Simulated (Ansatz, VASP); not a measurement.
# One calculation of TlO7, two programs

Contents of INCAR:

```
SYSTEM = TlO7
ALGO = Normal
EDIFF = 1E-6
EDIFFG = -0.01
ENCUT = 600
GGA = PE
IBRION = 2
ISIF = 3
ISMEAR = 0
LASPH = .True.
LCHARG = .False.
LREAL = .False.
LWAVE = .False.
NELM = 100
NSW = 100
PREC = Accurate
SIGMA = 0.1
```

KPOINTS

```
k-points
0
Gamma
  6 6 6
  0 0 0
```

The input POSCAR:

```
TlO7
1.0
    6.9739612527      0.0000000000      0.0000000000
    0.0000000000      6.9739612527      0.0000000000
    0.0000000000      0.0000000000      6.9739612527
Tl O
1 7
Direct
    0.5000000000      0.5000000000      0.5000000000
    0.0884897911      0.5000000000      0.5000000000
    0.9115102089      0.5000000000      0.5000000000
    0.5000000000      0.0884897911      0.5000000000
    0.5000000000      0.9115102089      0.5000000000
    0.5000000000      0.5000000000      0.0884897911
    0.5000000000      0.5000000000      0.9115102089
    0.0000000000      0.0000000000      0.0000000000
```

Input for Ansatz:

```yaml
crystal:
  lattice:
    - [6.9739612527, 0.0, 0.0]
    - [0.0, 6.9739612527, 0.0]
    - [0.0, 0.0, 6.9739612527]
  atoms:
    - { symbol: Tl, position: [0.5, 0.5, 0.5] }
    - { symbol: O, position: [0.0884897911, 0.5, 0.5] }
    - { symbol: O, position: [0.9115102089, 0.5, 0.5] }
    - { symbol: O, position: [0.5, 0.0884897911, 0.5] }
    - { symbol: O, position: [0.5, 0.9115102089, 0.5] }
    - { symbol: O, position: [0.5, 0.5, 0.0884897911] }
    - { symbol: O, position: [0.5, 0.5, 0.9115102089] }
    - { symbol: O, position: [0.0, 0.0, 0.0] }
basis:
  ecutwfc: 420
kpoints:
  mp_grid: { grid: [6, 6, 6] }
hamiltonian:
  xc: pbe
scf:
  occupations: { method: gaussian, width: 0.1 }
output:
  forces: true
  stress: true
  eigenvalues: true
relax:
  adjacent_minimum: "off"
  f_tol: 0.01
  max_steps: 80
  cell: { stress_tol: 0.05 }
```

Alike in both runs: task relaxation of cell and atoms; functional PBE; k mesh 6 × 6 × 6; occupations gaussian, width 0.1 eV; no spin polarisation.

|  | VASP | Ansatz |
| --- | --- | --- |
| version | VASP 6.6.1 | Ansatz 0.2.0 |
| potentials or method | VASP PAW PBE potentials, release 64 (Tl_d, O), cutoff 600 eV | scalar-relativistic, plane waves, PAW |
| valence electrons in the cell | 55 | 55 |

```tsv
	VASP	Ansatz	Ansatz less VASP
gap on the k mesh at the Fermi level, each at its own relaxed structure (eV)	none	none	-
relaxed volume (Å³/atom)	42.32	42.89	+0.570
relaxed cell length with the largest relative difference (Å)	6.970	7.001	+0.0311
```

A gap of «none» marks a metal or a gap that the smearing closes.

Neither program's run includes spin-orbit coupling. Noted on VASP's run: the standard files for N, O and F lose accuracy on very short bonds.
